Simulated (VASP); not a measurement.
# W (P4/nmm) in VASP: a series of runs

The runs below take W through single point, with PBEsol.

Program: VASP 6.6.1. These are calculated values, not measurements. Logs are shortened: lines on timing, memory, paths and dates and some standing lists are left out, and cuts for length are marked.

**1. The cell of the first run**

Symmetry: P4/nmm, No. 129, tetragonal system. The conventional cell has a = 2.827 Å, b = 2.827 Å, c = 3.998 Å, α = 90.00°, β = 90.00°, γ = 90.00°. W (site symmetry 4mm) has 12 W at 2.79 to 2.87 Å within 3.7 Å.

**2. Single point, PBEsol (mode 4 frozen in at +0.000 Å and mode 6 at -0.027 Å (largest displacements))**

File INCAR:

```
SYSTEM = W
PREC = Accurate ; ENCUT = 520
EDIFF = 1E-6 ; ISMEAR = 0
SIGMA = 0.15 ; LREAL = .False.
LASPH = .True. ; NELM = 60
ALGO = Fast ; ISIF = 2
LWAVE = .False. ; LCHARG = .True.
GGA = PS ; LELF = .True.
LVHAR = .True. ; NBANDS = 21
```

File KPOINTS:

```
regular mesh
0
Gamma
  16 16 12
  0 0 0
```

File POSCAR:

```
W
1.0
    0.0000000000     -1.9991269216     -1.9991269216
    0.0000000000      1.9991269216     -1.9991269216
    3.9982538432      0.0000000000      0.0000000000
W
2
Direct
    0.5000000000      0.5000000000      0.4931970302
    0.0000000000      0.0000000000      0.0068029698
```

Potentials or basis: VASP PAW PBE potentials, release 64 (W_sv).

Started as:

```sh
$ cat potpaw_PBE.64/W_sv/POTCAR > POTCAR
$ mpirun -np 1 vasp_std > vasp.out
```

OUTCAR:

```text
SYSTEM = W
   PREC = Accurate
   ENCUT = 520
   EDIFF = 1E-6
   ISMEAR = 0
   LREAL = .False.
   LASPH = .True.
   NELM = 60
   ISIF = 2
   GGA = PS

 ion  position               nearest neighbor table
   1  0.500  0.500  0.493-   2 2.79   2 2.79   2 2.79   2 2.79   2 2.87   2 2.87   2 2.87   2 2.87

   2  0.000  0.000  0.007-   1 2.79   1 2.79   1 2.79   1 2.79   1 2.87   1 2.87   1 2.87   1 2.87

  LATTYP: Found a simple tetragonal cell.
 ALAT       =     2.8271924054
 C/A-ratio  =     1.4142135624

  Lattice vectors:

 A1 = (   0.0000000000,  -1.9991269216,  -1.9991269216)
 A2 = (   0.0000000000,   1.9991269216,  -1.9991269216)
 A3 = (   3.9982538432,   0.0000000000,   0.0000000000)

Analysis of symmetry for initial positions (statically):
=====================================================================
 Subroutine PRICEL returns:
 Original cell was already a primitive cell.

 Routine SETGRP: Setting up the symmetry group for a
 simple tetragonal supercell.

 Subroutine GETGRP returns: Found 16 space group operations
 (whereof  8 operations were pure point group operations)
 out of a pool of 16 trial point group operations.

The static configuration has the point symmetry C_4v.
 The point group associated with its full space group is D_4h.

Analysis of symmetry for dynamics (positions and initial velocities):
=====================================================================
 Subroutine PRICEL returns:
 Original cell was already a primitive cell.

 Routine SETGRP: Setting up the symmetry group for a
 simple tetragonal supercell.

 Subroutine GETGRP returns: Found 16 space group operations
 (whereof  8 operations were pure point group operations)
 out of a pool of 16 trial point group operations.

The dynamic configuration has the point symmetry C_4v.
 The point group associated with its full space group is D_4h.

 Subroutine INISYM returns: Found 16 space group operations
 (whereof  8 operations are pure point group operations),
 and found     1 'primitive' translations

----------------------------------------------------------------------------------------

                                     Primitive cell

  volume of cell :      31.9581

  direct lattice vectors                    reciprocal lattice vectors
     0.000000000 -1.999126922 -1.999126922     0.000000000 -0.250109182 -0.250109182
     0.000000000  1.999126922 -1.999126922     0.000000000  0.250109182 -0.250109182
[... 78 lines left out ...]
   ICHARG =      2    charge: 1-file 2-atom 10-const
   ISPIN  =      1    spin polarized calculation?
   LNONCOLLINEAR =      F non collinear calculations
   LSORBIT =      F    spin-orbit coupling
   LASPH  =      T    aspherical Exc in radial PAW
   ENCUT  =  520.0 eV  38.22 Ry    6.18 a.u.   5.26  5.26  7.43*2*pi/ulx,y,z
   NELM   =     60;   NELMIN=  2; NELMDL= -5     # of ELM steps
   EDIFF  = 0.1E-05   stopping-criterion for ELM
   LREAL  =      F    real-space projection
   EDIFFG = 0.1E-04   stopping-criterion for IOM
   NSW    =      0    number of steps for IOM
   IBRION =     -1    ionic relax: 0-MD 1-quasi-New 2-CG
   NFREE  =      0    steps in history (QN), initial steepest desc. (CG)
   ISIF   =      2    stress and relaxation
   ISYM   =      2    0-nonsym 1-usesym 2-fastsym
   POTIM  = 0.5000    time-step for ionic-motion
   TEBEG  =    0.0;   TEEND  =   0.0 temperature during run
   PSTRESS=    0.0 pullay stress
   NELECT =      28.0000    total number of electrons
   NUPDOWN=      -1.0000    fix difference up-down
   EMIN   =  10.00;   EMAX   =-10.00  energy-range for DOS
   EFERMI =   0.00;   METHOD = LEGACY
   ISMEAR =     0;   SIGMA  =   0.15  broadening in eV -4-tet -1-fermi 0-gaus
   EFERMI_NEDOS =   21; number of points for ismear=-14 and -15
   IALGO  =     68    algorithm
   IMIX   =      4    mixing-type and parameters
     AMIX     =   0.40;   BMIX     =  1.00
     AMIX_MAG =   1.60;   BMIX_MAG =  1.00
  volume/ion in A,a.u.               =      15.98       107.83
  Fermi-wavevector in a.u.,A,eV,Ry     =   1.566512  2.960279 33.388164  2.453961
  Thomas-Fermi vector in A             =   2.668829
   LORBIT       =      0    0 simple, 1 ext, 2 COOP (PROOUT), +10 PAW based schemes
   GGA     = PS    functional components
   LHFCALC =     F    Hartree Fock is set to
   AEXX    =    0.0000 exact exchange contribution
   IVDW    =     0    specifies the selected vdW correction
   LEPSILON=     F    determine dielectric tensor
   LRPA    =     F    only Hartree local field effects (RPA)
 non-spin polarized calculation
 RMM-DIIS sequential band-by-band and
 Gauss-broadening in eV      SIGMA  =   0.15
  energy-cutoff  :      520.00
  volume of cell :       31.96
 maximum number of plane-waves:       888
 NGX is ok and might be reduce to    24
   NGX = 11   NGY = 11   NGZ = 15

 number of electron      28.0000007 magnetization

 Free energy of the ion-electron system (eV)
  ---------------------------------------------------
  ext. energy  EPLUGINS =         0.00000000
  ---------------------------------------------------
  free energy    TOTEN  =       -26.60812054 eV

  energy without entropy =      -26.57945027  energy(sigma->0) =      -26.59378540

 E-fermi :  10.6935     XC(G=0): -13.7039

 val. band max:       10.6906599308   @ k =   0.5000   0.3125   0.1667
 cond. band min:      10.6970829749   @ k =   0.4375   0.0000   0.1667
 fundamental gap:      0.0064230441
 Fermi energy:        10.6934786752

 k-point     1 :       0.0000    0.0000    0.0000
  band No.  band energies     occupation
      1     -62.8900      2.00000
      2     -62.7277      2.00000
      3     -27.6616      2.00000
      4     -26.9391      2.00000
      5     -26.9391      2.00000
      6     -26.4791      2.00000
[... 565 lines left out ...]
     20      17.5672      0.00000
     21      23.5597      0.00000

 [... further k-points ...]
[... 5 lines left out ...]
  --------------------------------------------------------------------------------------
  -------------------------------------------------------------------------------------
  Total        0.0147978      0.3034231      0.3034231      0.0000000      0.0000000      0.0000000
  in kB        0.7418673     15.2117132     15.2117132      0.0000000      0.0000000      0.0000000
  external PRESSURE =      10.3884312 kB  Pullay stress =       0.0000000 kB

 VOLUME and BASIS-vectors are now :
 -----------------------------------------------------------------------------
  energy-cutoff  :      520.00
  volume of cell :       31.96
      direct lattice vectors                 reciprocal lattice vectors
     0.000000000 -1.999126922 -1.999126922     0.000000000 -0.250109182 -0.250109182
     0.000000000  1.999126922 -1.999126922     0.000000000  0.250109182 -0.250109182
     3.998253843  0.000000000  0.000000000     0.250109182  0.000000000  0.000000000

 POSITION                                       TOTAL-FORCE (eV/Angst)
 -----------------------------------------------------------------------------------
      1.97193      0.00000     -1.99913         0.862360      0.000000      0.000000
      0.02720      0.00000      0.00000        -0.862360     -0.000000     -0.000000
 -----------------------------------------------------------------------------------
    total drift:                                0.000000     -0.000000      0.000000

  FREE ENERGIE OF THE ION-ELECTRON SYSTEM (eV)
  ---------------------------------------------------
  free  energy   TOTEN  =       -26.6081205370 eV

  energy  without entropy=      -26.5794502669  energy(sigma->0) =      -26.59378540
```

OSZICAR:

```text
N       E                     dE             d eps       ncg     rms          rms(c)
DAV:   1     0.267223105035E+03    0.26722E+03   -0.15701E+04 13262   0.155E+03
DAV:   2    -0.190369186724E+02   -0.28626E+03   -0.27894E+03 14304   0.456E+02
DAV:   3    -0.278513784151E+02   -0.88145E+01   -0.86272E+01 15250   0.786E+01
DAV:   4    -0.279370828636E+02   -0.85704E-01   -0.85475E-01 14250   0.815E+00
DAV:   5    -0.279379334921E+02   -0.85063E-03   -0.85061E-03 15297   0.848E-01    0.293E+01
RMM:   6    -0.268793747293E+02    0.10586E+01   -0.11987E+00 13739   0.840E+00    0.121E+01
RMM:   7    -0.266143829514E+02    0.26499E+00   -0.88575E-01 14494   0.685E+00    0.904E-01
RMM:   8    -0.266079946262E+02    0.63883E-02   -0.36740E-02 16274   0.155E+00    0.378E-01
RMM:   9    -0.266080359577E+02   -0.41332E-04   -0.71991E-03 16001   0.710E-01    0.565E-02
RMM:  10    -0.266081092010E+02   -0.73243E-04   -0.84058E-04 17531   0.282E-01    0.191E-02
RMM:  11    -0.266081194869E+02   -0.10286E-04   -0.19292E-04 16925   0.132E-01    0.130E-02
RMM:  12    -0.266081196394E+02   -0.15247E-06   -0.33499E-05 15632   0.555E-02    0.619E-03
RMM:  13    -0.266081204434E+02   -0.80403E-06   -0.10588E-05 13459   0.296E-02    0.277E-03
RMM:  14    -0.266081205370E+02   -0.93646E-07   -0.10980E-06 10048   0.902E-03
   1 F= -.26608121E+02 E0= -.26593785E+02  d E =-.286703E-01
```

It took 62 s on 1 thread of Intel Xeon 6975P-C (Granite Rapids), shared host; peak memory 0.27 GiB.

Results:

| Item | Value |
| --- | --- |
| Free energy | -26.6081 eV |
| Pressure | 1.0 GPa |
| Largest force | 0.862 eV/Å |
| Band gap on the k mesh | zero (band 14 reaches 13.91 eV, above the bottom of band 15 at 10.30 eV) |

Forces on the atoms (eV/Å):
```
W    0.862  0.000  0.000
W   -0.862  0.000  0.000
```

Levels at points of the mesh, in eV from the Fermi level:
```tsv
k point	band 11	band 12	band 13	band 14	band 15	band 16	band 17	band 18
(0.00, 0.00, 0.00)	-4.71	-0.60	-0.60	-0.60	2.51	2.62	3.37	5.20
(0.50, 0.00, 0.00)	-2.26	-2.26	-1.82	-1.82	0.81	0.81	2.37	2.37
(0.50, 0.50, 0.00)	-4.69	-4.69	3.22	3.22	5.18	5.18	5.98	5.98
(0.00, 0.00, 0.50)	-3.26	-2.83	-0.50	0.23	1.45	1.45	1.79	1.79
(0.50, 0.00, 0.50)	-0.86	-0.86	-0.84	-0.84	0.73	0.73	5.22	5.22
(0.50, 0.50, 0.50)	-2.21	-2.21	-1.92	-1.92	1.30	1.30	6.01	6.01
```

Caveat: the cell differs from its parent crystal (mode 4 frozen in at +0.000 Å and mode 6 at -0.027 Å (largest displacements)); the PAW data sets were made with another functional, which shifts forces and pressure a little; spin-orbit coupling is left out, which moves the levels of the heavy elements.

**3. Single point, PBEsol (mode 4 frozen in at +0.000 Å and mode 6 at -0.054 Å (largest displacements))**

File INCAR:

```
SYSTEM = W
PREC = Accurate ; ENCUT = 520
EDIFF = 1E-7 ; ISMEAR = 0
SIGMA = 0.15 ; LREAL = .False.
LASPH = .True. ; NELM = 100
ALGO = Fast ; ISIF = 2
LWAVE = .False. ; LCHARG = .False.
GGA = PS ; NBANDS = 21
```

KPOINTS is that of step 2.

File POSCAR:

```
W
1.0
    0.0000000000     -1.9991269216     -1.9991269216
    0.0000000000      1.9991269216     -1.9991269216
    3.9982538432      0.0000000000      0.0000000000
W
2
Direct
    0.5000000000      0.5000000000      0.4863940605
    0.0000000000      0.0000000000      0.0136059395
```

Potentials or basis: VASP PAW PBE potentials, release 64 (W_sv).

Started as:

```sh
$ cat potpaw_PBE.64/W_sv/POTCAR > POTCAR
$ mpirun -np 1 vasp_std > vasp.out
```

OUTCAR:

```text
SYSTEM = W
   PREC = Accurate
   ENCUT = 520
   EDIFF = 1E-7
   ISMEAR = 0
   LREAL = .False.
   LASPH = .True.
   NELM = 100
   ISIF = 2
   GGA = PS

 ion  position               nearest neighbor table
   1  0.500  0.500  0.486-   2 2.75   2 2.75   2 2.75   2 2.75   2 2.91   2 2.91   2 2.91   2 2.91

   2  0.000  0.000  0.014-   1 2.75   1 2.75   1 2.75   1 2.75   1 2.91   1 2.91   1 2.91   1 2.91

  LATTYP: Found a simple tetragonal cell.
 ALAT       =     2.8271924054
 C/A-ratio  =     1.4142135624

  Lattice vectors:

 A1 = (   0.0000000000,  -1.9991269216,  -1.9991269216)
 A2 = (   0.0000000000,   1.9991269216,  -1.9991269216)
 A3 = (   3.9982538432,   0.0000000000,   0.0000000000)

Analysis of symmetry for initial positions (statically):
=====================================================================
 Subroutine PRICEL returns:
 Original cell was already a primitive cell.

 Routine SETGRP: Setting up the symmetry group for a
 simple tetragonal supercell.

 Subroutine GETGRP returns: Found 16 space group operations
 (whereof  8 operations were pure point group operations)
[... 157 lines left out ...]

 number of electron      28.0000001 magnetization

 Free energy of the ion-electron system (eV)
  ---------------------------------------------------
  ext. energy  EPLUGINS =         0.00000000
  ---------------------------------------------------
  free energy    TOTEN  =       -26.53898232 eV

  energy without entropy =      -26.51182885  energy(sigma->0) =      -26.52540559

 E-fermi :  10.7142     XC(G=0): -13.6987

 val. band max:       10.7129310602   @ k =   0.3750   0.0000   0.5000
 cond. band min:      10.7177560396   @ k =   0.1250   0.1250   0.1667
 fundamental gap:      0.0048249794
 Fermi energy:        10.7141841613

 k-point     1 :       0.0000    0.0000    0.0000
  band No.  band energies     occupation
      1     -62.8876      2.00000
      2     -62.7181      2.00000
      3     -27.6643      2.00000
      4     -26.9459      2.00000
      5     -26.9459      2.00000
      6     -26.4735      2.00000
[... 565 lines left out ...]
     20      17.5616      0.00000
     21      23.4114      0.00000

 [... further k-points ...]
[... 5 lines left out ...]
  --------------------------------------------------------------------------------------
  -------------------------------------------------------------------------------------
  Total       -0.3451715      0.8261747      0.8261747     -0.0000000      0.0000000      0.0000000
  in kB      -17.3047143     41.4191693     41.4191693     -0.0000000      0.0000000      0.0000000
  external PRESSURE =      21.8445414 kB  Pullay stress =       0.0000000 kB

 VOLUME and BASIS-vectors are now :
 -----------------------------------------------------------------------------
  energy-cutoff  :      520.00
  volume of cell :       31.96
      direct lattice vectors                 reciprocal lattice vectors
     0.000000000 -1.999126922 -1.999126922     0.000000000 -0.250109182 -0.250109182
     0.000000000  1.999126922 -1.999126922     0.000000000  0.250109182 -0.250109182
     3.998253843  0.000000000  0.000000000     0.250109182  0.000000000  0.000000000

 POSITION                                       TOTAL-FORCE (eV/Angst)
 -----------------------------------------------------------------------------------
      1.94473      0.00000     -1.99913         1.668209      0.000000      0.000000
      0.05440      0.00000      0.00000        -1.668209     -0.000000     -0.000000
 -----------------------------------------------------------------------------------
    total drift:                                0.000000      0.000000     -0.000000

  FREE ENERGIE OF THE ION-ELECTRON SYSTEM (eV)
  ---------------------------------------------------
  free  energy   TOTEN  =       -26.5389823188 eV

  energy  without entropy=      -26.5118288520  energy(sigma->0) =      -26.52540559
```

OSZICAR:

```text
N       E                     dE             d eps       ncg     rms          rms(c)
DAV:   1     0.267676806764E+03    0.26768E+03   -0.15708E+04 13254   0.155E+03
DAV:   2    -0.189372339735E+02   -0.28661E+03   -0.27920E+03 14299   0.457E+02
DAV:   3    -0.277717070252E+02   -0.88345E+01   -0.86453E+01 15258   0.788E+01
DAV:   4    -0.278584941389E+02   -0.86787E-01   -0.86541E-01 14260   0.819E+00
DAV:   5    -0.278593497004E+02   -0.85556E-03   -0.85555E-03 15171   0.851E-01    0.294E+01
RMM:   6    -0.268090557777E+02    0.10503E+01   -0.11902E+00 13778   0.836E+00    0.122E+01
RMM:   7    -0.265451402763E+02    0.26392E+00   -0.88832E-01 14554   0.686E+00    0.900E-01
RMM:   8    -0.265388542899E+02    0.62860E-02   -0.37012E-02 16390   0.156E+00    0.385E-01
RMM:   9    -0.265388950455E+02   -0.40756E-04   -0.72893E-03 16152   0.720E-01    0.549E-02
RMM:  10    -0.265389691368E+02   -0.74091E-04   -0.86631E-04 17676   0.287E-01    0.170E-02
RMM:  11    -0.265389802947E+02   -0.11158E-04   -0.20158E-04 17165   0.134E-01    0.123E-02
RMM:  12    -0.265389816301E+02   -0.13354E-05   -0.35235E-05 17219   0.567E-02    0.622E-03
RMM:  13    -0.265389818808E+02   -0.25073E-06   -0.11036E-05 16579   0.306E-02    0.135E-03
RMM:  14    -0.265389820124E+02   -0.13156E-06   -0.10902E-06 13918   0.835E-03    0.641E-04
RMM:  15    -0.265389822801E+02   -0.26766E-06   -0.30298E-07 11283   0.451E-03    0.752E-04
RMM:  16    -0.265389823188E+02   -0.38736E-07   -0.47181E-08  9327   0.189E-03
   1 F= -.26538982E+02 E0= -.26525406E+02  d E =-.271535E-01
```

stdout:

```text
POSCAR found type information on POSCAR W
 POSCAR found :  1 types and       2 ions
 scaLAPACK will be used
 -----------------------------------------------------------------------------
|                                                                             |
|                                                                             |
|     You enforced a specific xc type in the INCAR file but a different       |
|     I HOPE YOU KNOW WHAT YOU ARE DOING!                                     |
|                                                                             |
 -----------------------------------------------------------------------------

 LDA part: xc-table for (Slater+PW92), standard interpolation
 POSCAR, INCAR and KPOINTS ok, starting setup
 FFT: planning ... GRIDC
 FFT: planning ... GRID_SOFT
 FFT: planning ... GRID
 WAVECAR not read
 entering main loop
WARNING in EDDRMM: call to ZHEGV failed, returncode =   6  3     21
WARNING in EDDRMM: call to ZHEGV failed, returncode =   6  3     21
 num prob  num prob  num prob  num prob RMM:  14    -0.265389820124E+02   -0.13156E-06   -0.10902E-06 13918   0.835E-03    0.641E-04
 num prob WARNING in EDDRMM: call to ZHEGV failed, returncode =   8  4     17
 num prob WARNING in EDDRMM: call to ZHEGV failed, returncode =   8  4     19
 num prob  num prob WARNING in EDDRMM: call to ZHEGV failed, returncode =   8  4     20
 num prob  num prob WARNING in EDDRMM: call to ZHEGV failed, returncode =   6  3     19
WARNING in EDDRMM: call to ZHEGV failed, returncode =   6  3     20
 num prob  num prob  num prob  num prob  num prob RMM:  16    -0.265389823188E+02   -0.38736E-07   -0.47181E-08  9327   0.189E-03
```

Wall time 68 s (1 thread of Intel Xeon 6975P-C (Granite Rapids), shared host); peak memory 0.27 GiB.

What came out:

```
Free energy            : -26.5390 eV
Pressure               : 2.2 GPa
Largest force          : 1.668 eV/Å
Band gap on the k mesh : zero (band 14 reaches 13.92 eV, above the bottom of band 15 at 10.26 eV)
```

Forces on the atoms (eV/Å):
```
W    1.668  0.000  0.000
W   -1.668  0.000  0.000
```

Caveat: the cell differs from its parent crystal (mode 4 frozen in at +0.000 Å and mode 6 at -0.054 Å (largest displacements)); the PAW data sets were made with another functional, which shifts forces and pressure a little; spin-orbit coupling is left out, which moves the levels of the heavy elements.
